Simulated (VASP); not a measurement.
# In2O3 (P-3m1) in VASP: further runs, part 2 of 2

VASP 6.6.1. Earlier steps stand in the parts before.

## (3) Single point, r2SCAN (12.72 Å³/atom)

This run uses another cell than the first one, of 12.72 Å³/atom.

The input, POSCAR:

```
In2O3
1.0
    3.4536706092      0.0000000000      0.0000000000
   -1.7268353046      2.9909664839      0.0000000000
    0.0000000000      0.0000000000      6.1567730868
In O
2 3
Direct
    0.3333333333      0.6666666667      0.2370762018
    0.6666666667      0.3333333333      0.7629237982
    0.0000000000      0.0000000000      0.0000000000
    0.3333333333      0.6666666667      0.6542365645
    0.6666666667      0.3333333333      0.3457634355
```

The input, INCAR.step1:

```
SYSTEM = In2O3
PREC = Accurate ; ENCUT = 520
ISMEAR = 0 ; SIGMA = 0.01
LREAL = .False. ; LASPH = .True.
NELM = 60 ; NBANDS = 30
GGA = PE ; ALGO = Normal
EDIFF = 1E-4 ; LWAVE = .True.
LCHARG = .False.
```

The input, INCAR.step2:

```
SYSTEM = In2O3
PREC = Accurate ; ENCUT = 520
EDIFF = 1E-6 ; ISMEAR = 0
SIGMA = 0.01 ; LREAL = .False.
LASPH = .True. ; NELM = 60
ALGO = Normal ; ISIF = 2
LWAVE = .False. ; LCHARG = .False.
METAGGA = R2SCAN ; LMIXTAU = .True.
NBANDS = 30 ; ISTART = 1
```

The input, KPOINTS:

```
regular mesh
0
Gamma
  9 9 4
  0 0 0
```

Potentials or basis: VASP PAW PBE potentials, release 64 (In_d, O).

Command:

```sh
> cat potpaw_PBE.64/In_d/POTCAR potpaw_PBE.64/O/POTCAR > POTCAR
> cp INCAR.step1 INCAR
> mpirun -np 1 vasp_std > vasp.out
> cp INCAR.step2 INCAR
> mpirun -np 1 vasp_std > vasp.out
```

OUTCAR:

```text
SYSTEM = In2O3
   PREC = Accurate
   ENCUT = 520
   EDIFF = 1E-6
   ISMEAR = 0
   LREAL = .False.
   LASPH = .True.
   NELM = 60
   ISIF = 2
   METAGGA = R2SCAN
   ISTART = 1

 ion  position               nearest neighbor table
   1  0.333  0.667  0.237-   5 2.10   5 2.10   5 2.10   3 2.47   3 2.47   3 2.47   4 2.57   2 3.54
                             2 3.54   2 3.54   2 3.80   2 3.80   2 3.80
   2  0.667  0.333  0.763-   4 2.10   4 2.10   4 2.10   3 2.47   3 2.47   3 2.47   5 2.57   1 3.54
                             1 3.54   1 3.54   1 3.80   1 3.80   1 3.80
   3  0.000  0.000  0.000-   1 2.47   2 2.47   2 2.47   1 2.47   2 2.47   1 2.47
   4  0.333  0.667  0.654-   2 2.10   2 2.10   2 2.10   1 2.57
   5  0.667  0.333  0.346-   1 2.10   1 2.10   1 2.10   2 2.57

  LATTYP: Found a hexagonal cell.
 ALAT       =     3.4536706092
 C/A-ratio  =     1.7826752414

  Lattice vectors:

 A1 = (   3.4536706092,   0.0000000000,   0.0000000000)
 A2 = (  -1.7268353046,   2.9909664839,   0.0000000000)
 A3 = (   0.0000000000,   0.0000000000,   6.1567730868)

Analysis of symmetry for initial positions (statically):
=====================================================================
 Subroutine PRICEL returns:
 Original cell was already a primitive cell.

 Routine SETGRP: Setting up the symmetry group for a
 hexagonal supercell.

 Subroutine GETGRP returns: Found 12 space group operations
 (whereof 12 operations were pure point group operations)
 out of a pool of 24 trial point group operations.

The static configuration has the point symmetry D_3d.

Analysis of symmetry for dynamics (positions and initial velocities):
=====================================================================
 Subroutine PRICEL returns:
 Original cell was already a primitive cell.

 Routine SETGRP: Setting up the symmetry group for a
 hexagonal supercell.

 Subroutine GETGRP returns: Found 12 space group operations
 (whereof 12 operations were pure point group operations)
 out of a pool of 24 trial point group operations.

The dynamic configuration has the point symmetry D_3d.

 Subroutine INISYM returns: Found 12 space group operations
 (whereof 12 operations are pure point group operations),
 and found     1 'primitive' translations

----------------------------------------------------------------------------------------

                                     Primitive cell

  volume of cell :      63.5983

  direct lattice vectors                    reciprocal lattice vectors
     3.453670609  0.000000000  0.000000000     0.289547010  0.167170044  0.000000000
    -1.726835305  2.990966484  0.000000000     0.000000000  0.334340089  0.000000000
     0.000000000  0.000000000  6.156773087     0.000000000  0.000000000  0.162422747

  length of vectors
     3.453670609  3.453670609  6.156773087     0.334340089  0.334340089  0.162422747

  position of ions in fractional coordinates (direct lattice)
     0.333333333  0.666666667  0.237076202
     0.666666667  0.333333333  0.762923798
     0.000000000  0.000000000  0.000000000
     0.333333333  0.666666667  0.654236565
     0.666666667  0.333333333  0.345763435

  ion indices of the primitive-cell ions
   primitive index   ion index
                 1           1
[... 32 lines left out ...]
            Coordinates               Weight
  0.000000  0.000000  0.000000      1.000000
  0.111111 -0.000000  0.000000      6.000000
  0.222222  0.000000  0.000000      6.000000
  0.333333  0.000000  0.000000      6.000000
  0.444444  0.000000  0.000000      6.000000
  0.111111  0.111111  0.000000      6.000000
[... 16 lines left out ...]
  0.222222  0.111111  0.250000     12.000000
 -0.111111  0.333333  0.250000     12.000000
 [... further k-points ...]
   k-points           NKPTS =     43   k-points in BZ     NKDIM =     43   number of bands    NBANDS=     30
   number of dos      NEDOS =    301   number of ions     NIONS =      5
   total plane-waves  NPLWV =  37632
   dimension x,y,z NGX =    28 NGY =   28 NGZ =   48
   dimension x,y,z NGXF=    56 NGYF=   56 NGZF=   96
   ions per type =               2   3
   NGX,Y,Z   is equivalent  to a cutoff of  13.48, 13.48, 12.96 a.u.
   NGXF,Y,Z  is equivalent  to a cutoff of  26.96, 26.96, 25.92 a.u.
 SYSTEM =  In2O3
   PREC   = accura    normal or accurate (medium, high low for compatibility)
   ISTART =      1    job   : 0-new  1-cont  2-samecut
   ICHARG =      0    charge: 1-file 2-atom 10-const
   ISPIN  =      1    spin polarized calculation?
   LNONCOLLINEAR =      F non collinear calculations
   LSORBIT =      F    spin-orbit coupling
   LASPH  =      T    aspherical Exc in radial PAW
   ENCUT  =  520.0 eV  38.22 Ry    6.18 a.u.   6.42  6.42 11.45*2*pi/ulx,y,z
   NELM   =     60;   NELMIN=  2; NELMDL=  0     # of ELM steps
   EDIFF  = 0.1E-05   stopping-criterion for ELM
   LREAL  =      F    real-space projection
   EDIFFG = 0.1E-04   stopping-criterion for IOM
   NSW    =      0    number of steps for IOM
   IBRION =     -1    ionic relax: 0-MD 1-quasi-New 2-CG
   NFREE  =      0    steps in history (QN), initial steepest desc. (CG)
   ISIF   =      2    stress and relaxation
   ISYM   =      2    0-nonsym 1-usesym 2-fastsym
   POTIM  = 0.5000    time-step for ionic-motion
   TEBEG  =    0.0;   TEEND  =   0.0 temperature during run
   PSTRESS=    0.0 pullay stress
   NELECT =      44.0000    total number of electrons
   NUPDOWN=      -1.0000    fix difference up-down
   EMIN   =  10.00;   EMAX   =-10.00  energy-range for DOS
   EFERMI =   0.00;   METHOD = LEGACY
   ISMEAR =     0;   SIGMA  =   0.01  broadening in eV -4-tet -1-fermi 0-gaus
   EFERMI_NEDOS =   21; number of points for ismear=-14 and -15
   IALGO  =     38    algorithm
   IMIX   =      4    mixing-type and parameters
     AMIX     =   0.40;   BMIX     =  1.00
     AMIX_MAG =   1.60;   BMIX_MAG =  1.00
  volume/ion in A,a.u.               =      12.72        85.84
  Fermi-wavevector in a.u.,A,eV,Ry     =   1.447918  2.736168 28.524144  2.096465
  Thomas-Fermi vector in A             =   2.565818
   LORBIT       =      0    0 simple, 1 ext, 2 COOP (PROOUT), +10 PAW based schemes
   METAGGA = R2SCAN    functional components
   LHFCALC =     F    Hartree Fock is set to
   AEXX    =    0.0000 exact exchange contribution
   IVDW    =     0    specifies the selected vdW correction
   LEPSILON=     F    determine dielectric tensor
   LRPA    =     F    only Hartree local field effects (RPA)
 non-spin polarized calculation
 Gauss-broadening in eV      SIGMA  =   0.01
  energy-cutoff  :      520.00
  volume of cell :       63.60
 maximum number of plane-waves:      1736
 NGX is ok and might be reduce to    28
   NGX = 13   NGY = 13   NGZ = 23

 number of electron      44.0000001 magnetization

 Free energy of the ion-electron system (eV)
  ---------------------------------------------------
  ext. energy  EPLUGINS =         0.00000000
  ---------------------------------------------------
  free energy    TOTEN  =       -71.47044130 eV

  energy without entropy =      -71.47044130  energy(sigma->0) =      -71.47044130

 E-fermi :   5.6327     XC(G=0): -11.9631

 val. band max:        5.5124559911   @ k =   0.0000   0.0000   0.0000
 cond. band min:       6.6278752665   @ k =   0.0000   0.0000   0.0000
 fundamental gap:      1.1154192753
 Fermi energy:         5.6326908499

 k-point     1 :       0.0000    0.0000    0.0000
  band No.  band energies     occupation
      1     -13.1744      2.00000
      2     -12.2749      2.00000
      3     -11.5391      2.00000
      4      -7.5389      2.00000
      5      -7.5389      2.00000
      6      -7.5067      2.00000
[... 781 lines left out ...]
     29      18.1568      0.00000
     30      18.8226      0.00000

 [... further k-points ...]

------------------------ aborting loop because EDIFF is reached ----------------------------------------

  FORCE on cell =-STRESS in cart. coord.  units (eV):
  Direction    XX          YY          ZZ          XY          YZ          ZX
  --------------------------------------------------------------------------------------
  -------------------------------------------------------------------------------------
  Total       -1.8300656     -1.8300656     -1.2030056      0.0000000      0.0000000      0.0000000
  in kB      -46.1032590    -46.1032590    -30.3062792      0.0000000      0.0000000      0.0000000
  external PRESSURE =     -40.8375991 kB  Pullay stress =       0.0000000 kB

 VOLUME and BASIS-vectors are now :
 -----------------------------------------------------------------------------
  energy-cutoff  :      520.00
  volume of cell :       63.60
      direct lattice vectors                 reciprocal lattice vectors
     3.453670609  0.000000000  0.000000000     0.289547010  0.167170044  0.000000000
    -1.726835305  2.990966484  0.000000000     0.000000000  0.334340089  0.000000000
     0.000000000  0.000000000  6.156773087     0.000000000  0.000000000  0.162422747

 POSITION                                       TOTAL-FORCE (eV/Angst)
 -----------------------------------------------------------------------------------
     -0.00000      1.99398      1.45962         0.000000      0.000000      0.098207
      1.72684      0.99699      4.69715        -0.000000     -0.000000     -0.098207
      0.00000      0.00000      0.00000        -0.000000      0.000000      0.000000
     -0.00000      1.99398      4.02799        -0.000000      0.000000      0.131763
      1.72684      0.99699      2.12879        -0.000000     -0.000000     -0.131763
 -----------------------------------------------------------------------------------
    total drift:                                0.000000     -0.000000     -0.000000

  FREE ENERGIE OF THE ION-ELECTRON SYSTEM (eV)
  ---------------------------------------------------
  free  energy   TOTEN  =       -71.4704413000 eV

  energy  without entropy=      -71.4704413000  energy(sigma->0) =      -71.47044130
```

Run time: 4.8 min. Hardware: 1 thread of Intel Xeon Platinum 8488C (Sapphire Rapids), shared host; peak memory 0.24 GiB.

Results:

- Free energy: -71.4704 eV
- Pressure: -4.1 GPa
- Largest force: 0.132 eV/Å
- Band gap on the k mesh: 1.12 eV

Forces in eV/Å, atoms in the order of the input:
```
In   0.000  0.000  0.098
In   0.000  0.000 -0.098
O    0.000  0.000  0.000
O    0.000  0.000  0.132
O    0.000  0.000 -0.132
```

Caveat: the cell stands under tension; the PAW data sets were made with another functional, which shifts forces and pressure a little; spin-orbit coupling is left out, which moves the levels of the heavy elements.
